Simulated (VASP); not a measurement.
The system is Sn.

```
CELL_PARAMETERS angstrom
0.00000 3.23334 3.23334
3.23334 0.00000 3.23334
3.23334 3.23334 0.00000
ATOMIC_POSITIONS crystal
Sn 0.75000 0.75000 0.75000
Sn 0.50000 0.50000 0.50000
```

| Item | Value |
| --- | --- |
| Program | VASP 6.6.1 |
| Task | relaxation of cell and atoms |
| Functional | revPBE |
| Dispersion | D4 |
| Potentials or basis | VASP PAW PBE potentials, release 64 (Sn_d) |
| Cutoff | 600 eV |
| k mesh | 7 × 7 × 7 |
| Occupations | fermi-dirac, width 0.05 eV |
| Spin | no spin polarisation |

At the start: pressure 2.1 GPa; volume 33.80 Å³/atom.

**Question.** Where does the relaxation end?

**Answer.** Over 3 steps the energy falls by 10.0 meV/atom and the volume is 35.41 Å³/atom (+4.8 %); space group Fd-3m (No. 227, to 0.05 Å).

Step by step:
```tsv
step	energy change (eV)	largest force (eV/Å)	pressure (GPa)	volume (Å³)
1	0.0000	0.0000	2.10	67.61
2	-0.0176	0.0000	-0.64	72.03
3	-0.0201	0.0000	0.00	70.82
```

Final structure:
```xyz
2
Lattice="0.0000 3.2838 3.2838 3.2838 0.0000 3.2838 3.2838 3.2838 0.0000" Properties=species:S:1:pos:R:3 pbc="T T T"
Sn    4.9256    4.9256    4.9256
Sn    3.2838    3.2838    3.2838
```

Caveat: the PAW data sets were made with another functional, which shifts forces and pressure a little; pairwise dispersion overbinds metals, which lowers pressure and volume.
